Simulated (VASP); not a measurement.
Sr: single point with PBE

Crystal: Sr.

```
Sr
1.0
    -2.42500    2.42500    2.42500
     2.42500   -2.42500    2.42500
     2.42500    2.42500   -2.42500
Sr
1
Direct
  0.00000 0.00000 0.00000
```

This isn't the form of Sr at room conditions, which is fcc.

* Program: VASP 6.6.1
* Task: single point
* Functional: PBE
* Potentials or basis: VASP PAW PBE potentials, release 64 (Sr_sv)
* Cutoff: 500 eV
* k mesh: 6 × 6 × 6
* Occupations: gaussian, width 0.1 eV
* Spin: no spin polarisation
* Dipole correction: no
* Further INCAR settings: ALGO = Normal; EDIFF = 1e-06; NBANDS = 11

The pressure is -0.7 GPa. The band gap on the k mesh is zero (bands 5 and 6 overlap by 0.30 eV).

Levels at points of the mesh, in eV from the Fermi level:
```
           k point  band 3  band 4  band 5  band 6  band 7  band 8
(0.00, 0.00, 0.00)  -18.61  -18.61   -3.61    2.31    2.31    2.31
(0.50, 0.00, 0.00)  -18.67  -18.61   -1.01    0.15    1.19    3.39
(0.50, 0.50, 0.50)  -18.73  -18.73   -0.12   -0.12    3.45    3.45
```

It took 13 s on 1 thread of Intel Xeon 8259CL, with other jobs on the host, peak memory 0.17 GiB.
